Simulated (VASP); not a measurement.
Wanted: the native input for a VASP 6.6.1 run.

| Property | Result |
| --- | --- |
| Task | single point |
| Functional | RPBE |
| Potentials or basis | VASP PAW PBE potentials, release 64 (Mg, Cd, N) |
| Cutoff | 520 eV |
| k mesh | 6 × 6 × 4 |
| Occupations | gaussian, width 0.01 eV |
| Spin | no spin polarisation |
| Dipole correction | no |
| Further INCAR settings | ALGO = Normal; EDIFF = 1e-06; NBANDS = 21 |

The structure of Mg2CdN2 lies in POSCAR:

```
Mg2CdN2
1.0
    3.5528800000      0.0000000000      0.0000000000
   -1.7764400000      3.0768900000      0.0000000000
    0.0000000000      0.0000000000      5.9838300000
Mg Cd N
2 1 2
Direct
    0.6666666667      0.3333333333      0.1534400000
    0.3333333333      0.6666666667      0.8465600000
    0.0000000000      0.0000000000      0.5000000000
    0.6666666667      0.3333333333      0.7722300000
    0.3333333333      0.6666666667      0.2277700000
```

One way to write it, as run:

INCAR

```
SYSTEM = Mg2CdN2
PREC     = Accurate       ! precision mode
ENCUT    = 520            ! plane-wave cutoff, eV
EDIFF    = 1E-6           ! SCF threshold, eV
ISMEAR   = 0              ! smearing method
SIGMA    = 0.01           ! smearing width, eV
LREAL    = .FALSE.        ! projectors in reciprocal space
LASPH    = .TRUE.         ! aspherical terms in the spheres
NELM     = 60             ! most SCF steps
ALGO     = Normal         ! electronic algorithm
ISIF     = 2              ! what is computed and relaxed
LWAVE    = .FALSE.        ! write WAVECAR
LCHARG   = .FALSE.        ! write CHGCAR
GGA      = RP             ! functional
NBANDS   = 21             ! bands
```

KPOINTS

```
Automatic mesh
0
G
  6 6 4
  0 0 0
```

Potentials or basis: VASP PAW PBE potentials, release 64 (Mg, Cd, N).

The run is started by

```sh
$ cat potpaw_PBE.64/Mg/POTCAR potpaw_PBE.64/Cd/POTCAR potpaw_PBE.64/N/POTCAR > POTCAR
$ mpirun -np 1 vasp_std > vasp.out
```

Results of the run:

The pressure is 2.9 GPa, the largest force is 0.004 eV/Å and the band gap on the k mesh is 0.38 eV, indirect (least direct gap 0.71 eV).

Caveat: the PAW data sets were made with another functional, which shifts forces and pressure a little.

It took 67 s on 1 thread of AMD EPYC 7R13 (shared host), peak memory 0.17 GiB.
